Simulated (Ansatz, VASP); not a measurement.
# One calculation of PbS, two programs

Contents of INCAR:

```
PREC     = Accurate       # precision mode
ENCUT    = 520            # plane-wave cutoff, eV
EDIFF    = 1E-6           # SCF threshold, eV
ISMEAR   = 0              # smearing method
SIGMA    = 0.15           # smearing width, eV
LREAL    = False          # projectors in reciprocal space
LASPH    = True           # aspherical terms in the spheres
NELM     = 80             # most SCF steps
ALGO     = Normal         # electronic algorithm
ISIF     = 2              # what is computed and relaxed
LWAVE    = False          # write WAVECAR
LCHARG   = False          # write CHGCAR
GGA      = PE             # functional
IVDW     = 12             # dispersion correction
NBANDS   = 17             # bands
```

The input KPOINTS:

```
Automatic mesh
0
Gamma
  16 16 16
```

The input POSCAR:

```
PbS
1.0
    3.7638203400      0.0000000000      0.0000000000
    0.0000000000      3.7638203400      0.0000000000
    0.0000000000      0.0000000000      3.6017419522
Pb S
1 1
Direct
    0.0000000000      0.0000000000      0.0000000000
    0.5000000000      0.5000000000      0.5000000000
```

Input for Ansatz:

```yaml
crystal:
  lattice:
    - [3.76382034, 0.0, 0.0]
    - [0.0, 3.76382034, 0.0]
    - [0.0, 0.0, 3.6017419522]
  atoms:
    - { symbol: Pb, position: [0.0, 0.0, 0.0] }
    - { symbol: S, position: [0.5, 0.5, 0.5] }
basis:
  ecutwfc: 420
kpoints:
  mp_grid: { grid: [16, 16, 16] }
hamiltonian:
  xc: pbe
  dispersion: d3bj
scf:
  occupations: { method: gaussian, width: 0.15 }
output:
  forces: true
  stress: true
  eigenvalues: true
```

Change from the starting cell: strain +0.0450 x Voigt [1, 1, 0, 0, 0, 0], atoms carried along.

Alike in both runs: task single point; functional PBE; dispersion D3(BJ); k mesh 16 × 16 × 16; occupations gaussian, width 0.15 eV; no spin polarisation.

|  | VASP | Ansatz |
| --- | --- | --- |
| version | VASP 6.6.1 | Ansatz 0.2.0 |
| potentials or method | VASP PAW PBE potentials, release 64 (Pb_d, S), cutoff 520 eV | scalar-relativistic, plane waves, PAW |
| valence electrons in the cell | 20 | 20 |

VASP gave:

| Quantity | Value |
| --- | --- |
| gap on the k mesh at the Fermi level (eV) | none |
| pressure (GPa) | -4.5 |
| traceless stress, the component that is largest in VASP (GPa) | 2.32 |

Task: Which values does Ansatz return?

Result: gap on the k mesh at the Fermi level (eV): none; pressure (GPa): -4.4; traceless stress, the component that is largest in VASP (GPa): 2.32.

A gap of «none» marks a metal or a gap that the smearing closes.

Spin-orbit coupling is off throughout.
